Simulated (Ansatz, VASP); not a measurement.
**One calculation of SnO, two programs**

```
CELL_PARAMETERS angstrom
3.35500 0.00000 0.00000
0.00000 5.67410 0.00000
0.00000 0.00000 4.22197
ATOMIC_POSITIONS crystal
Sn 0.00000 0.23191 0.51314
Sn 0.50000 0.76809 0.01314
O 0.00000 0.89125 0.73686
O 0.50000 0.10875 0.23686
```

Alike in both runs: task single point; functional PBE; k mesh 12 × 8 × 10; occupations gaussian, width 0.05 eV; no spin polarisation.

|  | VASP | Ansatz |
| --- | --- | --- |
| version | VASP 6.6.1 | Ansatz 0.2.0 |
| potentials or method | VASP PAW PBE potentials, release 64 (Sn_d, O_h), cutoff 910 eV | scalar-relativistic, plane waves, PAW |
| valence electrons in the cell | 40 | 40 |

Ansatz gave:

* gap on the k mesh at the Fermi level (eV): 1.38
* rms of the force components (eV/Å): 0.054

Task: Estimate VASP's values.

Result: gap on the k mesh at the Fermi level (eV): 1.37; rms of the force components (eV/Å): 0.031.

Atom by atom the forces differ by 0.031 eV/Å (rms over components). The functional is the same, so the differences come from potentials, cutoffs and numerics.

Noted on VASP's run: the cutoff is short for stress, so the pressure is rough.
